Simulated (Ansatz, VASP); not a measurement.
**TaN in VASP and in Ansatz**

```
Ta N
1.0
     0.00000    2.12221    2.15503
     2.12221    0.00000    2.15503
     2.12221    2.12221    0.00000
Ta N
1 1
Cartesian
  2.1222 2.1222 2.1550
  0.0000 0.0000 0.0000
```

Change from the starting cell: strain -0.030 along x and y, -0.015 along z, atoms carried along.

Alike in both runs: task single point; functional PBEsol; k mesh 24 × 24 × 24; occupations gaussian, width 0.15 eV; no spin polarisation.

|  | VASP | Ansatz |
| --- | --- | --- |
| version | VASP 6.6.1 | Ansatz 0.2.0 |
| potentials or method | VASP PAW PBE potentials, release 64 (Ta_pv, N), cutoff 520 eV | scalar-relativistic, plane waves, PAW |
| valence electrons in the cell | 16 | 18 |

```tsv
	VASP	Ansatz	Ansatz less VASP
gap on the k mesh at the Fermi level (eV)	none	none	-
pressure (GPa)	33.8	32.3	-1.49
traceless stress, the component that is largest in VASP (GPa)	-9.19	-9.13	+0.067
```

VASP's potentials were made for PBE, not for PBEsol. A gap of «none» marks a metal or a gap that the smearing closes. Both programs put the cell under a high pressure, so it lies far from rest at this level. VASP's potentials hold 16 valence electrons a cell and Ansatz's 18, so a difference there can come from the potentials and not from the codes.

Spin-orbit coupling is off throughout.
